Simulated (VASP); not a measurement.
Here is a VASP 6.6.1 calculation.

File INCAR:

```
SYSTEM = TaN
PREC     = Accurate       ! precision mode
ENCUT    = 520            ! plane-wave cutoff, eV
EDIFF    = 1E-6           ! SCF threshold, eV
ISMEAR   = 1              ! smearing method
SIGMA    = 0.1            ! smearing width, eV
LREAL    = .False.        ! projectors in reciprocal space
LASPH    = .True.         ! aspherical terms in the spheres
NELM     = 60             ! most SCF steps
ALGO     = Normal         ! electronic algorithm
ISIF     = 2              ! what is computed and relaxed
LWAVE    = .False.        ! write WAVECAR
LCHARG   = .False.        ! write CHGCAR
GGA      = PS             ! functional
NBANDS   = 60             ! bands
```

The input KPOINTS:

```
Automatic mesh
0
Gamma
  7 7 6
  0 0 0
```

The input POSCAR:

```
TaN
1.0
    5.1783381777     -0.0000000287      0.0000000000
   -2.5891690640      4.4845724256      0.0000000000
    0.0000000000      0.0000000000      5.7917586573
Ta N
6 6
Direct
    0.0000000000      0.0000000000      0.0000000000
    0.3333333333      0.6666666667      0.2500000000
    0.6666666667      0.3333333333      0.2500000000
    0.0000000000      0.0000000000      0.5000000000
    0.3333333333      0.6666666667      0.7500000000
    0.6666666667      0.3333333333      0.7500000000
    0.3934141389      0.0000000000      0.0000000000
    0.6065858611      0.6065858611      0.0000000000
    0.0000000000      0.3934141389      0.0000000000
    0.3934141389      0.0000000000      0.5000000000
    0.6065858611      0.6065858611      0.5000000000
    0.0000000000      0.3934141389      0.5000000000
```

Potentials or basis: VASP PAW PBE potentials, release 64 (Ta_pv, N).

Run with:

```bash
$ cat potpaw_PBE.64/Ta_pv/POTCAR potpaw_PBE.64/N/POTCAR > POTCAR
$ mpirun -np 1 vasp_std > vasp.out
```

Problem. Predict the band gap on the k mesh.

Solution. 0.03 eV.

Problem. Estimate the pressure.

Solution. 0.9 GPa.

Problem. What does it give for the largest force?

Solution. 0.017 eV/Å.

Forces in eV/Å, atoms in the order of the input:
```
Ta   0.000  0.000  0.000
Ta   0.000  0.000  0.000
Ta   0.000  0.000  0.000
Ta   0.000  0.000  0.000
Ta   0.000  0.000  0.000
Ta   0.000  0.000  0.000
N    0.017  0.000  0.000
N   -0.009 -0.015  0.000
N   -0.009  0.015  0.000
N    0.017  0.000  0.000
N   -0.009 -0.015  0.000
N   -0.009  0.015  0.000
```

Caveat: the PAW data sets were made with another functional, which shifts forces and pressure a little; spin-orbit coupling is left out, which moves the levels of the heavy elements. A k mesh can miss the band edges.
